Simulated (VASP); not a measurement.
Write the native input for VASP 6.6.1 that does the following.

```
Task                   : single point
Functional             : PBE
Potentials or basis    : VASP PAW PBE potentials, release 64 (Si, C)
Cutoff                 : 520 eV
k mesh                 : 1 × 1 × 1
Occupations            : fermi-dirac, width 0.05 eV
Spin                   : no spin polarisation
Dipole correction      : no
Further INCAR settings : LREAL = Auto; ALGO = Normal; EDIFF = 1e-07; NBANDS = 163
```

The structure of Si62C (a cell with a defect) lies in POSCAR:

```
Si62C
1.0
   10.8600000000      0.0000000000      0.0000000000
    0.0000000000     10.8600000000      0.0000000000
    0.0000000000      0.0000000000     10.8600000000
Si C
62 1
Direct
    0.4982013812      0.0017087477      0.0018414365
    0.6307511971      0.1202616943      0.1270306630
    0.7460382136      0.2519786372     -0.0039116022
    0.8696859116      0.3791823204      0.1217240331
    0.7532871087     -0.0039008287      0.2520781768
    0.8750055249      0.1259134438      0.3753261510
   -0.0066077348     -0.0018055249     -0.0063699816
    0.1174468692      0.1254244936      0.1223767956
    0.2559332413      0.2480701657      0.0058531308
    0.3856434622      0.3485604972      0.1509244015
    0.4927151934      0.4898991713      0.0134547882
    0.6152617864      0.6342438306      0.1279369245
    0.7466121547      0.7520575506     -0.0011398711
    0.8761866483      0.8699378453      0.1254345304
    0.2397255985      0.0158015654      0.2629432781
    0.5309960405      0.2022580110      0.3025046961
    0.6335742173      0.3777186924      0.3787740331
    0.7453553407      0.5074939227      0.2456069982
    0.8652735727      0.6323321363      0.3774644567
    0.6107809392      0.1268783610      0.5890035912
    0.7612207182      0.2581729282      0.5030501842
    0.8836476059      0.3772245856      0.6330507366
    0.7312993554      0.0033388582      0.7341276243
    0.8650569061      0.1232297422      0.8654842541
    0.0010046041      0.5000839779     -0.0016721915
    0.1276975138      0.6199559853      0.1271791897
    0.2473824125      0.7527363720      0.0038953039
    0.3675234807      0.8884179558      0.1348367403
   -0.0053488950      0.2537762431      0.2457026703
    0.1231536832      0.3708341621      0.3751828729
    0.2546143646      0.4920093923      0.2497034070
    0.3729507366      0.6248918048      0.3753436464
    0.4942248619      0.7657338858      0.2593515654
    0.6000259669      0.9146581952      0.3907942910
   -0.0041023020     -0.0024041436      0.5022827808
    0.1302014733      0.1191850829      0.6205981584
    0.2523419890      0.2279196133      0.4766109576
    0.3692436464      0.3640825967      0.6103674033
    0.4991987109      0.4988265193      0.4985615101
    0.6216422652      0.6241977901      0.6265379374
    0.7319598527      0.7645943831      0.4994487109
    0.8672748619      0.8747674954      0.6263895028
    0.2578984346     -0.0064590239      0.7437513812
    0.3747814917      0.1235038674      0.8723477901
    0.4968572744      0.2473608656      0.7392724678
    0.6179129834      0.3750533149      0.8725261510
    0.7503195212      0.5004404236      0.7509489871
    0.8731950276      0.6256673112      0.8767351750
    0.0016020258      0.7463109576      0.2504441068
    0.1233196133      0.8745474217      0.3784976980
   -0.0019234807      0.5032312155      0.4993755064
    0.1236840700      0.6255709945      0.6248221915
    0.2524932781      0.7511667587      0.5023956722
    0.3867213628      0.8714742173      0.6197782689
    0.0072981584      0.2457972376      0.7512929098
    0.1292865562      0.3715068140      0.8788159300
    0.2479196133      0.4946532228      0.7453011971
    0.3714593002      0.6165353591      0.8822797422
    0.4943066298      0.7434488029      0.7544556169
    0.6192314917      0.8756807551      0.8729443831
   -0.0028641805      0.7507269797      0.7494853591
    0.1251793738      0.8752601289      0.8728127072
    0.5588025783      0.0813366483      0.4285575506
```

One way to write it, as run:

INCAR

```
  PREC = Accurate
  ENCUT = 520
  EDIFF = 1E-7
  ISMEAR = -1
  SIGMA = 0.05
  LREAL = Auto
  LASPH = T
  NELM = 100
  ALGO = Normal
  ISIF = 2
  LWAVE = F
  LCHARG = F
  GGA = PE
  NBANDS = 163
```

KPOINTS

```
regular mesh
0
Gamma
  1 1 1
```

Potentials or basis: VASP PAW PBE potentials, release 64 (Si, C).

The run is started by

```bash
$ cat potpaw_PBE.64/Si/POTCAR potpaw_PBE.64/C/POTCAR > POTCAR
$ mpirun -np 1 vasp_gam > vasp.out
```

It gave:

| Item | Value |
| --- | --- |
| Pressure | 0.1 GPa |
| Largest force | 0.345 eV/Å |

Caveat: the k points lie up to 0.58 Å⁻¹ apart.

Run time: 7.6 min on 1 thread of Intel(R) Xeon(R) Platinum 8259CL CPU @ 2.50GHz (Skylake/Cascade Lake), with other jobs on the host, peak memory 1 GiB.
